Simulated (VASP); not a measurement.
# Pb (Im-3m) in VASP: notebook, part 2 of 2

VASP 6.6.1.

## 6. Single point, PBE

This run uses another cell than the first one, of 32.64 Å³/atom.

The input, INCAR:

```
SYSTEM = Pb
PREC = Accurate ; ENCUT = 520
EDIFF = 1E-6 ; ISMEAR = -1
SIGMA = 0.06122561905347299 ; LREAL = .FALSE.
LASPH = .TRUE. ; NELM = 80
ALGO = Normal ; ISIF = 2
LWAVE = .FALSE. ; LCHARG = .FALSE.
GGA = PE ; NBANDS = 13
```

The input, KPOINTS:

```
Automatic mesh
0
G
  13 13 13
  0 0 0
```

The input, POSCAR:

```
Pb
1.0
   -2.0132137519      2.0132137519      2.0132137519
    2.0132137519     -2.0132137519      2.0132137519
    2.0132137519      2.0132137519     -2.0132137519
Pb
1
Direct
    0.0000000000      0.0000000000      0.0000000000
```

Potentials or basis: VASP PAW PBE potentials, release 64 (Pb_d).

On the command line:

```console
$ cat potpaw_PBE.64/Pb_d/POTCAR > POTCAR
$ mpirun -np 1 vasp_std > vasp.out
```

OUTCAR:

```text
SYSTEM = Pb
   PREC = Accurate
   ENCUT = 520
   EDIFF = 1E-6
   ISMEAR = -1
   LREAL = .FALSE.
   LASPH = .TRUE.
   NELM = 80
   ISIF = 2
   GGA = PE

 ion  position               nearest neighbor table
   1  0.000  0.000  0.000-

  LATTYP: Found a body centered cubic cell.
 ALAT       =     4.0264275038

  Lattice vectors:

 A1 = (  -2.0132137519,   2.0132137519,   2.0132137519)
 A2 = (   2.0132137519,  -2.0132137519,   2.0132137519)
 A3 = (   2.0132137519,   2.0132137519,  -2.0132137519)

Analysis of symmetry for initial positions (statically):
=====================================================================
 Subroutine PRICEL returns:
 Original cell was already a primitive cell.

 Routine SETGRP: Setting up the symmetry group for a
 body centered cubic supercell.

 Subroutine GETGRP returns: Found 48 space group operations
 (whereof 48 operations were pure point group operations)
 out of a pool of 48 trial point group operations.

The static configuration has the point symmetry O_h .

[... 166 lines left out ...]
  band No.  band energies     occupation
      1     -10.5928      2.00000
      2     -10.5928      2.00000
      3     -10.5928      2.00000
      4     -10.3982      2.00000
      5     -10.3982      2.00000
      6      -4.7963      2.00000
      7      13.4943      0.00000
      8      13.4943      0.00000
      9      13.4943      0.00000
     10      17.2603      0.00000
     11      17.4789      0.00000
     12      17.4789      0.00000
     13      17.4789      0.00000
[... 354 lines left out ...]
  band No.  band energies     occupation
      1     -10.6261      2.00000
      2     -10.5706      2.00000
      3     -10.4216      2.00000
      4     -10.4048      2.00000
      5     -10.3791      2.00000
      6      -2.8621      2.00000
      7       5.8671      1.99994
      8       9.3943      0.00000
      9      10.6136      0.00000
     10      16.1012      0.00000
     11      17.1317      0.00000
     12      18.6530      0.00000
     13      20.0252      0.00000

 [... further k-points ...]

------------------------ aborting loop because EDIFF is reached ----------------------------------------

  FORCE on cell =-STRESS in cart. coord.  units (eV):
  Direction    XX          YY          ZZ          XY          YZ          ZX
  --------------------------------------------------------------------------------------
  -------------------------------------------------------------------------------------
  Total       -0.1799414     -0.1799414     -0.1799414     -0.0000000      0.0000000     -0.0000000
  in kB       -8.8330793     -8.8330793     -8.8330793     -0.0000000      0.0000000     -0.0000000
  external PRESSURE =      -8.8330793 kB  Pullay stress =       0.0000000 kB

 VOLUME and BASIS-vectors are now :
 -----------------------------------------------------------------------------
  energy-cutoff  :      520.00
  volume of cell :       32.64
      direct lattice vectors                 reciprocal lattice vectors
    -2.013213752  2.013213752  2.013213752     0.000000000  0.248359122  0.248359122
     2.013213752 -2.013213752  2.013213752     0.248359122  0.000000000  0.248359122
     2.013213752  2.013213752 -2.013213752     0.248359122  0.248359122  0.000000000

 POSITION                                       TOTAL-FORCE (eV/Angst)
 -----------------------------------------------------------------------------------
      0.00000      0.00000      0.00000         0.000000     -0.000000     -0.000000
 -----------------------------------------------------------------------------------
    total drift:                               -0.000000     -0.000000     -0.000000

  FREE ENERGIE OF THE ION-ELECTRON SYSTEM (eV)
  ---------------------------------------------------
  free  energy   TOTEN  =        -3.5264030802 eV

  energy  without entropy=       -3.5191866307  energy(sigma->0) =       -3.52279486
```

OSZICAR:

```text
N       E                     dE             d eps       ncg     rms          rms(c)
DAV:   1     0.107857517301E+03    0.10786E+03   -0.70736E+03  2194   0.122E+03
DAV:   2     0.174758447297E+01   -0.10611E+03   -0.10304E+03  2309   0.308E+02
DAV:   3    -0.341008186319E+01   -0.51577E+01   -0.51359E+01  2753   0.734E+01
DAV:   4    -0.353091776224E+01   -0.12084E+00   -0.12081E+00  2580   0.122E+01
DAV:   5    -0.353622955317E+01   -0.53118E-02   -0.53117E-02  2981   0.234E+00    0.474E-01
DAV:   6    -0.352810330173E+01    0.81263E-02   -0.13115E-02  2779   0.189E+00    0.244E-01
DAV:   7    -0.352639163530E+01    0.17117E-02   -0.57203E-03  2800   0.118E+00    0.907E-02
DAV:   8    -0.352640469385E+01   -0.13059E-04   -0.45168E-04  2708   0.334E-01    0.108E-02
DAV:   9    -0.352640306192E+01    0.16319E-05   -0.12724E-05  2927   0.602E-02    0.498E-03
DAV:  10    -0.352640308024E+01   -0.18321E-07   -0.16876E-06  2463   0.143E-02
   1 F= -.35264031E+01 E0= -.35227949E+01  d E =-.721645E-02
```

It took 19 s on 1 thread of Intel Xeon Platinum 8488C (Sapphire Rapids), shared host; peak memory 0.17 GiB.

Results:

- Free energy: -3.5264 eV
- Pressure: -0.9 GPa
- Band gap on the k mesh: zero (bands 7 and 8 overlap by 8.76 eV)

Levels at points of the mesh, in eV from the Fermi level:
| k point | band 4 | band 5 | band 6 | band 7 | band 8 | band 9 | band 10 | band 11 |
| --- | --- | --- | --- | --- | --- | --- | --- | --- |
| (0.00, 0.00, 0.00) | -16.90 | -16.90 | -11.30 | 6.99 | 6.99 | 6.99 | 10.76 | 10.97 |

Caveat: spin-orbit coupling is left out, which moves the levels of the heavy elements.

## 7. Overview

| cell | gap on the mesh (eV) | pressure (GPa) |
| --- | --- | --- |
| a = 3.441 Å, angles 109.5°, 1 atom | none | 0.6 |
| a = 3.464 Å, angles 109.5°, 1 atom | none | -0.2 |
| a = 3.487 Å, angles 109.5°, 1 atom | none | -0.9 |

Alike in all rows: task single point; level PBE; potentials or basis VASP PAW PBE potentials, release 64 (Pb_d); no spin polarisation; k mesh 13 × 13 × 13; cutoff (eV) 520; smearing fermi-dirac 0.0612256 eV.

Caveats: spin-orbit coupling is left out, which moves the levels of the heavy elements.

Absolute energies hang on the potentials; compare differences alone.
